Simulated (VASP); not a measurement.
# B in VASP: a series of runs

B is run at these levels: PBE; tasks: single point.

All numbers are computed with VASP 6.6.1; they aren't measurements. Logs are shortened: lines on timing, memory, paths and dates and some standing lists are left out, and cuts for length are marked.

### Step 1. The cell of the first run

The cell holds a sheet with vacuum, 2 atoms: a = 1.727 Å, b = 1.727 Å, c = 30.795 Å, α = 90.00°, β = 90.00°, γ = 90.00°.

### Step 2. Single point, PBE

Input file INCAR:

```
SYSTEM = B
  ALGO = Normal
  DIPOL = 0.5 0.5 0.292
  EDIFF = 1E-6
  ENCUT = 420
  GGA = PE
  GGA_COMPAT = .False.
  IDIPOL = 3
  ISIF = 2
  ISMEAR = 0
  LASPH = .True.
  LCHARG = .False.
  LDIPOL = .True.
  LREAL = .False.
  LWAVE = .False.
  NBANDS = 10
  NELM = 120
  NELMDL = -8
  PREC = Accurate
  SIGMA = 0.1
```

Input file KPOINTS:

```
k-points
0
Gamma
  10 10 1
  0 0 0
```

Input file POSCAR:

```
B
1.0
    1.7269818711      0.0000000000      0.0000000000
    0.0000000000      1.7269818711      0.0000000000
    0.0000000000      0.0000000000     30.7948007200
B
2
Direct
    0.5000000000      0.5000000000      0.2128689397
    0.5000000000      0.5000000000      0.3716453153
```

Potentials or basis: VASP PAW PBE potentials, release 64 (B).

Launch:

```console
> cat potpaw_PBE.64/B/POTCAR > POTCAR
> mpirun -np 1 vasp_std > vasp.out
```

OUTCAR:

```text
SYSTEM = B
   EDIFF = 1E-6
   ENCUT = 420
   GGA = PE
   ISIF = 2
   ISMEAR = 0
   LASPH = .True.
   LREAL = .False.
   NELM = 120
   NELMDL = -8
   PREC = Accurate

 ion  position               nearest neighbor table
   1  0.500  0.500  0.213-
   2  0.500  0.500  0.372-

  LATTYP: Found a simple tetragonal cell.
 ALAT       =     1.7269818711
 C/A-ratio  =    17.8315715036

  Lattice vectors:

 A1 = (   1.7269818711,   0.0000000000,   0.0000000000)
 A2 = (   0.0000000000,   1.7269818711,   0.0000000000)
 A3 = (   0.0000000000,   0.0000000000,  30.7948007200)

Analysis of symmetry for initial positions (statically):
=====================================================================
 Subroutine PRICEL returns:
 Original cell was already a primitive cell.

 Routine SETGRP: Setting up the symmetry group for a
 simple tetragonal supercell.

 Subroutine GETGRP returns: Found 16 space group operations
 (whereof  8 operations were pure point group operations)
 out of a pool of 16 trial point group operations.

The static configuration has the point symmetry C_4v.
 The point group associated with its full space group is D_4h.

Analysis of symmetry for dynamics (positions and initial velocities):
=====================================================================
 Subroutine PRICEL returns:
 Original cell was already a primitive cell.

 Routine SETGRP: Setting up the symmetry group for a
 simple tetragonal supercell.

 Subroutine GETGRP returns: Found 16 space group operations
 (whereof  8 operations were pure point group operations)
 out of a pool of 16 trial point group operations.

The dynamic configuration has the point symmetry C_4v.
 The point group associated with its full space group is D_4h.

 Subroutine INISYM returns: Found 16 space group operations
 (whereof  8 operations are pure point group operations),
 and found     1 'primitive' translations

----------------------------------------------------------------------------------------

                                     Primitive cell

  volume of cell :      91.8445

  direct lattice vectors                    reciprocal lattice vectors
     1.726981871  0.000000000  0.000000000     0.579044874  0.000000000  0.000000000
     0.000000000  1.726981871  0.000000000     0.000000000  0.579044874  0.000000000
     0.000000000  0.000000000 30.794800720     0.000000000  0.000000000  0.032473014

  length of vectors
     1.726981871  1.726981871 30.794800720     0.579044874  0.579044874  0.032473014

  position of ions in fractional coordinates (direct lattice)
     0.500000000  0.500000000  0.212868940
     0.500000000  0.500000000  0.371645315

  ion indices of the primitive-cell ions
   primitive index   ion index
                 1           1
                 2           2

----------------------------------------------------------------------------------------

 KPOINTS: k-points

Automatic generation of k-mesh.
 Grid dimensions read from file:
 generate k-points for:   10   10    1

 Generating k-lattice:

  Cartesian coordinates                     Fractional coordinates (reciprocal lattice)
     0.057904487  0.000000000  0.000000000     0.100000000  0.000000000  0.000000000
     0.000000000  0.057904487  0.000000000     0.000000000  0.100000000  0.000000000
     0.000000000  0.000000000  0.032473014     0.000000000  0.000000000  1.000000000

  Length of vectors
     0.057904487  0.057904487  0.032473014

  Shift w.r.t. Gamma in fractional coordinates (k-lattice)
     0.000000000  0.000000000  0.000000000

 Subroutine IBZKPT returns following result:
 ===========================================

 Found     21 irreducible k-points:

 Following reciprocal coordinates:
            Coordinates               Weight
  0.000000  0.000000  0.000000      1.000000
  0.100000  0.000000  0.000000      4.000000
  0.200000  0.000000  0.000000      4.000000
  0.300000  0.000000  0.000000      4.000000
  0.400000  0.000000  0.000000      4.000000
  0.500000  0.000000  0.000000      2.000000
[... 13 lines left out ...]
  0.500000  0.400000  0.000000      4.000000
  0.500000  0.500000  0.000000      1.000000
   k-points           NKPTS =     21   k-points in BZ     NKDIM =     21   number of bands    NBANDS=     10
   number of dos      NEDOS =    301   number of ions     NIONS =      2
   total plane-waves  NPLWV =  30240
   dimension x,y,z NGX =    12 NGY =   12 NGZ =  210
   dimension x,y,z NGXF=    24 NGYF=   24 NGZF=  420
   ions per type =               2
   NGX,Y,Z   is equivalent  to a cutoff of  11.55, 11.55, 11.34 a.u.
   NGXF,Y,Z  is equivalent  to a cutoff of  23.10, 23.10, 22.67 a.u.
 SYSTEM =  B
   PREC   = accura    normal or accurate (medium, high low for compatibility)
   ISTART =      0    job   : 0-new  1-cont  2-samecut
   ICHARG =      2    charge: 1-file 2-atom 10-const
   ISPIN  =      1    spin polarized calculation?
   LNONCOLLINEAR =      F non collinear calculations
   LSORBIT =      F    spin-orbit coupling
   LASPH  =      T    aspherical Exc in radial PAW
   ENCUT  =  420.0 eV  30.87 Ry    5.56 a.u.   2.89  2.89 51.46*2*pi/ulx,y,z
   NELM   =    120;   NELMIN=  2; NELMDL= -8     # of ELM steps
   EDIFF  = 0.1E-05   stopping-criterion for ELM
   LREAL  =      F    real-space projection
   EDIFFG = 0.1E-04   stopping-criterion for IOM
   NSW    =      0    number of steps for IOM
   IBRION =     -1    ionic relax: 0-MD 1-quasi-New 2-CG
   NFREE  =      0    steps in history (QN), initial steepest desc. (CG)
   ISIF   =      2    stress and relaxation
   ISYM   =      2    0-nonsym 1-usesym 2-fastsym
   POTIM  = 0.5000    time-step for ionic-motion
   TEBEG  =    0.0;   TEEND  =   0.0 temperature during run
   PSTRESS=    0.0 pullay stress
   NELECT =       6.0000    total number of electrons
   NUPDOWN=      -1.0000    fix difference up-down
   EMIN   =  10.00;   EMAX   =-10.00  energy-range for DOS
   EFERMI =   0.00;   METHOD = LEGACY
   ISMEAR =     0;   SIGMA  =   0.10  broadening in eV -4-tet -1-fermi 0-gaus
   EFERMI_NEDOS =   21; number of points for ismear=-14 and -15
   IALGO  =     38    algorithm
   IMIX   =      4    mixing-type and parameters
     AMIX     =   0.40;   BMIX     =  1.00
     AMIX_MAG =   1.60;   BMIX_MAG =  1.00
  volume/ion in A,a.u.               =      45.92       309.90
  Fermi-wavevector in a.u.,A,eV,Ry     =   0.659337  1.245967  5.914801  0.434726
  Thomas-Fermi vector in A             =   1.731441
   LORBIT       =      0    0 simple, 1 ext, 2 COOP (PROOUT), +10 PAW based schemes
   GGA     = PE    functional components
   LHFCALC =     F    Hartree Fock is set to
   AEXX    =    0.0000 exact exchange contribution
   IVDW    =     0    specifies the selected vdW correction
   LEPSILON=     F    determine dielectric tensor
   LRPA    =     F    only Hartree local field effects (RPA)
 non-spin polarized calculation
 Gauss-broadening in eV      SIGMA  =   0.10
  energy-cutoff  :      420.00
  volume of cell :       91.84
 maximum number of plane-waves:      1844
 NGX is ok and might be reduce to    12
   NGX =  5   NGY =  5   NGZ =103

 dipolmoment           0.000000      0.000000     -0.000015 electrons x Angstroem

 number of electron       6.0000000 magnetization

 dipolmoment           0.000000      0.000000      0.000001 electrons x Angstroem

 Free energy of the ion-electron system (eV)
  ---------------------------------------------------
  ext. energy  EPLUGINS =         0.00000000
  ---------------------------------------------------
  free energy    TOTEN  =       -10.18956861 eV

  energy without entropy =      -10.18929015  energy(sigma->0) =      -10.18942938

 E-fermi :  -3.3063     XC(G=0):  -2.6864

 val. band max:       -3.5068706997   @ k =   0.3000   0.1000   0.0000
 cond. band min:      -3.1200014105   @ k =   0.5000   0.4000   0.0000
 fundamental gap:      0.3868692891
 Fermi energy:        -3.3063240307

 k-point     1 :       0.0000    0.0000    0.0000
  band No.  band energies     occupation
      1     -17.1319      2.00000
      2     -17.1176      2.00000
      3      -8.3130      2.00000
      4      -8.1284      2.00000
      5       0.5347      0.00000
      6       1.1878      0.00000
      7       1.8364      0.00000
      8       2.1291      0.00000
      9       2.2681      0.00000
     10       3.0158      0.00000

 k-point     2 :       0.1000    0.0000    0.0000
  band No.  band energies     occupation
      1     -16.7741      2.00000
      2     -16.7603      2.00000
      3      -7.8379      2.00000
      4      -7.6551      2.00000
      5       1.0009      0.00000
      6       1.6739      0.00000
      7       2.3358      0.00000
      8       2.6254      0.00000
      9       2.7683      0.00000
     10       3.5159      0.00000

 k-point     3 :       0.2000    0.0000    0.0000
  band No.  band energies     occupation
      1     -15.7146      2.00000
      2     -15.7025      2.00000
      3      -6.4259      2.00000
      4      -6.2491      2.00000
      5       2.3108      0.00000
      6       3.0737      0.00000
      7       3.8220      0.00000
      8       4.1045      0.00000
      9       4.2493      0.00000
     10       5.0134      0.00000
[... 209 lines left out ...]
 k-point    20 :       0.5000    0.4000    0.0000
  band No.  band energies     occupation
      1      -4.2946      2.00000
      2      -4.2928      2.00000
      3      -3.1200      0.00841
      4      -3.1178      0.00766
      5       6.9476      0.00000
      6       6.9901      0.00000
      7      10.7339      0.00000
      8      10.7909      0.00000
      9      11.1013      0.00000
     10      11.1236      0.00000

 k-point    21 :       0.5000    0.5000    0.0000
  band No.  band energies     occupation
      1      -2.9652      0.00000
      2      -2.9652      0.00000
      3      -2.9641      0.00000
      4      -2.9641      0.00000
      5       8.2797      0.00000
      6       8.3047      0.00000
      7       8.8690      0.00000
      8       8.8825      0.00000
      9      10.2637      0.00000
     10      10.2987      0.00000

------------------------ aborting loop because EDIFF is reached ----------------------------------------

 vacuum level on the upper side and lower side of the slab       (xc-potential included)        -0.011        -0.011

  FORCE on cell =-STRESS in cart. coord.  units (eV):
  Direction    XX          YY          ZZ          XY          YZ          ZX
  --------------------------------------------------------------------------------------
  -------------------------------------------------------------------------------------
  Total        0.0104462      0.0104462      0.0007287      0.0000000      0.0000000     -0.0000000
  in kB        0.1822278      0.1822278      0.0127112      0.0000000      0.0000000     -0.0000000
  external PRESSURE =       0.1257223 kB  Pullay stress =       0.0000000 kB

 VOLUME and BASIS-vectors are now :
 -----------------------------------------------------------------------------
  energy-cutoff  :      420.00
  volume of cell :       91.84
      direct lattice vectors                 reciprocal lattice vectors
     1.726981871  0.000000000  0.000000000     0.579044874  0.000000000  0.000000000
     0.000000000  1.726981871  0.000000000     0.000000000  0.579044874  0.000000000
     0.000000000  0.000000000 30.794800720     0.000000000  0.000000000  0.032473014

 POSITION                                       TOTAL-FORCE (eV/Angst)
 -----------------------------------------------------------------------------------
      0.86349      0.86349      6.55526         0.000000     -0.000000     -0.000892
      0.86349      0.86349     11.44474         0.000000      0.000000      0.000892
 -----------------------------------------------------------------------------------
    total drift:                               -0.000000     -0.000000      0.000017

  FREE ENERGIE OF THE ION-ELECTRON SYSTEM (eV)
  ---------------------------------------------------
  free  energy   TOTEN  =       -10.1895686115 eV

  energy  without entropy=      -10.1892901495  energy(sigma->0) =      -10.18942938

 vacuum level on the upper side and lower side of the slab         1.873         1.873
```

Wall time 30 s (1 thread of Intel Xeon 8259CL, shared host); peak memory 0.16 GiB.

Results:

```
Free energy            : -10.1896 eV
Band gap on the k mesh : zero (band 3 reaches -0.04 eV, above the bottom of band 4 at -8.13 eV)
```

Caveat: the k points lie up to 0.36 Å⁻¹ apart.

### Step 3. Single point, PBE

This run uses another cell than the first one, of 51.56 Å³/atom, 1.123 times its volume.

Input file INCAR:

```
SYSTEM = B
PREC = Accurate ; ENCUT = 420
EDIFF = 1E-6 ; ISMEAR = 0
SIGMA = 0.1 ; LREAL = .False.
LASPH = .True. ; NELM = 120
ALGO = Normal ; ISIF = 2
LWAVE = .False. ; LCHARG = .True.
LDIPOL = .True. ; IDIPOL = 3
DIPOL = 0.5 0.5 0.268 ; GGA = PE
LELF = .True. ; LVHAR = .True.
LVACPOTAV = .True. ; NBANDS = 10
GGA_COMPAT = .False. ; NELMDL = -8
```

Input file KPOINTS:

```
regular mesh
0
Gamma
  32 32 1
  0 0 0
```

Input file POSCAR:

```
B
1.0
    1.7524776447      0.0000000000      0.0000000000
    0.0000000000      1.7524776447      0.0000000000
    0.0000000000      0.0000000000     33.5789736913
B
2
Direct
    0.5000000000      0.5000000000      0.1995436552
    0.5000000000      0.5000000000      0.3365060814
```

Potentials or basis: VASP PAW PBE potentials, release 64 (B).

Launch:

```console
> cat potpaw_PBE.64/B/POTCAR > POTCAR
> mpirun -np 1 vasp_std > vasp.out
```

It took 3.1 min on 1 thread of Intel Xeon 8259CL, shared host; peak memory 0.24 GiB.

It converged, with:

* Free energy: -10.1325 eV
* Band gap on the k mesh: zero (band 3 reaches 0.23 eV, above the bottom of band 4 at -7.92 eV)

Levels at points of the mesh, in eV from the Fermi level:
| k point | band 2 | band 3 | band 4 | band 5 | band 6 | band 7 |
| --- | --- | --- | --- | --- | --- | --- |
| (0.00, 0.00, 0.00) | -13.55 | -4.94 | -4.64 | 3.72 | 4.31 | 4.91 |
| (0.50, 0.00, 0.00) | -6.94 | -1.43 | -1.39 | 3.85 | 3.99 | 10.57 |
| (0.50, 0.50, 0.00) | 0.30 | 0.30 | 0.30 | 11.08 | 11.13 | 11.97 |

(Continued in part 2 of 2.)
